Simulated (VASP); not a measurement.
Input of a VASP 6.6.1 run:

File POSCAR:

```
Ga
1.0
    2.7968227674      0.0000000000      0.0000000000
    0.0000000000      3.3033419319      0.0000000000
   -1.3523282526      0.0000000000      4.0166995966
Ga
2
Direct
    0.1345962700      0.7500000000      0.7701668300
    0.8654037300      0.2500000000      0.2298331700
```

The input INCAR.step1:

```
ALGO = Normal
EDIFF = 1E-5
ENCUT = 520
GGA = PE
ISIF = 2
ISMEAR = -1
LASPH = T
LCHARG = F
LREAL = F
LWAVE = T
NBANDS = 20
NELM = 60
PREC = Accurate
SIGMA = 0.05
```

INCAR.step2

```
AEXX = 0.25
ALGO = Normal
EDIFF = 1E-6
ENCUT = 520
GGA = PE
ISIF = 2
ISMEAR = -1
ISTART = 1
LASPH = T
LCHARG = F
LHFCALC = T
LREAL = F
LWAVE = F
NBANDS = 20
NELM = 60
PREC = Accurate
PRECFOCK = Normal
SIGMA = 0.05
```

Contents of KPOINTS:

```
k-points
0
Gamma
  6 4 4
```

Potentials or basis: VASP PAW PBE potentials, release 64 (Ga_d).

Launch:

```sh
$ cat potpaw_PBE.64/Ga_d/POTCAR > POTCAR
$ cp INCAR.step1 INCAR
$ mpirun -np 1 vasp_std > vasp.out
$ cp INCAR.step2 INCAR
$ mpirun -np 1 vasp_std > vasp.out
```

Task: Estimate the pressure.

Result: -1.5 GPa.

Task: Predict the band gap on the k mesh.

Result: Zero (bands 13 and 14 overlap by 10.15 eV).

Task: Predict the largest force.

Result: 0.194 eV/Å.

Forces on the atoms (eV/Å):
```
Ga  -0.033  0.000  0.191
Ga   0.033  0.000 -0.191
```

Caveat: the k points lie up to 0.48 Å⁻¹ apart, too coarse for converged energies and pressures of a metal; the PAW data sets were made with another functional, which shifts forces and pressure a little.
